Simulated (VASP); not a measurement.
Set up this calculation in VASP 6.6.1, as the native input.

```yaml
Task: single point
Functional: PBE
Potentials_or_basis: VASP PAW PBE potentials, release 64 (Ca_sv, Al, O)
Cutoff: 520 eV
k_mesh: 3 × 3 × 4
Occupations: gaussian, width 0.1 eV
Spin: no spin polarisation
Dipole_correction: no
Further_INCAR_settings: ALGO = Normal; EDIFF = 1e-06; NBANDS = 34
```

The structure of Ca4AlO lies in POSCAR:

```
Ca4AlO
1.0
    8.6722435773     -0.0000000043      0.0000000000
   -4.3361217849      7.5103832479      0.0000000000
    0.0000000000      0.0000000000      3.3145434812
Ca Al O
4 1 1
Direct
    0.3333333333      0.6666666667      0.0000000000
    0.1224633030      0.2449266060      0.5000000000
    0.7550733940      0.8775366970      0.5000000000
    0.1224633030      0.8775366970      0.5000000000
    0.6666666667      0.3333333333      0.0000000000
    0.0000000000      0.0000000000      0.0000000000
```

The cell was built from a structure type or drawn by symmetry, and may not be a known phase.

One way to write it, as run:

INCAR

```
  PREC = Accurate
  ENCUT = 520
  EDIFF = 1E-6
  ISMEAR = 0
  SIGMA = 0.1
  LREAL = False
  LASPH = True
  NELM = 80
  ALGO = Normal
  ISIF = 2
  LWAVE = False
  LCHARG = False
  GGA = PE
  NBANDS = 34
```

KPOINTS

```
Automatic mesh
0
Gamma
  3 3 4
```

Potentials or basis: VASP PAW PBE potentials, release 64 (Ca_sv, Al, O).

Command:

```console
$ cat potpaw_PBE.64/Ca_sv/POTCAR potpaw_PBE.64/Al/POTCAR potpaw_PBE.64/O/POTCAR > POTCAR
$ mpirun -np 1 vasp_std > vasp.out
```

Results of the run:

```yaml
Pressure: 0.1 GPa
Largest_force: 0.024 eV/Å
Band_gap_on_the_k_mesh: zero (an odd number of electrons rules out a gap without spin polarisation)
```

Caveat: the k points lie up to 0.47 Å⁻¹ apart, too coarse for converged energies and pressures of a metal; an odd number of electrons without spin polarisation forces a metal; a magnetic or distorted state may lie lower.

Run time: 52 s on 1 thread of AMD EPYC 9R45 96-Core Processor (Zen 5) (shared host), peak memory 0.32 GiB.
